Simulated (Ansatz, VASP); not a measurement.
## WSe2: VASP beside Ansatz

```xyz
3
Lattice="3.2703 0.0000 0.0000 -1.6351 2.8321 0.0000 0.0000 0.0000 16.6612" Properties=species:S:1:pos:R:3 pbc="T T T"
W     0.0000    0.0000    0.0000
Se    0.0000    1.8881    1.6728
Se    0.0000    1.8881   14.9884
```

Alike in both runs: task single point; functional PBEsol; k mesh 12 × 12 × 2; occupations gaussian, width 0.05 eV; no spin polarisation.

|  | VASP | Ansatz |
| --- | --- | --- |
| version | VASP 6.6.1 | Ansatz 0.2.0 |
| potentials or method | VASP PAW PBE potentials, release 64 (W_sv, Se), cutoff 520 eV | scalar-relativistic, plane waves, PAW |
| valence electrons in the cell | 26 | 46 |

|  | VASP | Ansatz | Ansatz less VASP |
| --- | --- | --- | --- |
| gap on the k mesh at the Fermi level (eV) | 1.69 | 1.69 | -0.001 |
| least direct gap on the mesh (eV) | 1.69 | 1.69 | +0.003 |
| rms of the force components (eV/Å) | 0.028 | 0.001 | -0.0278 |

VASP's potentials were made for PBE, not for PBEsol. Atom by atom the forces differ by 0.029 eV/Å (rms over components). With one functional, cell and mesh, what is left measures potentials, basis and numerics. VASP's potentials hold 26 valence electrons a cell and Ansatz's 46, so a difference there can come from the potentials and not from the codes.

Neither program's run includes spin-orbit coupling.
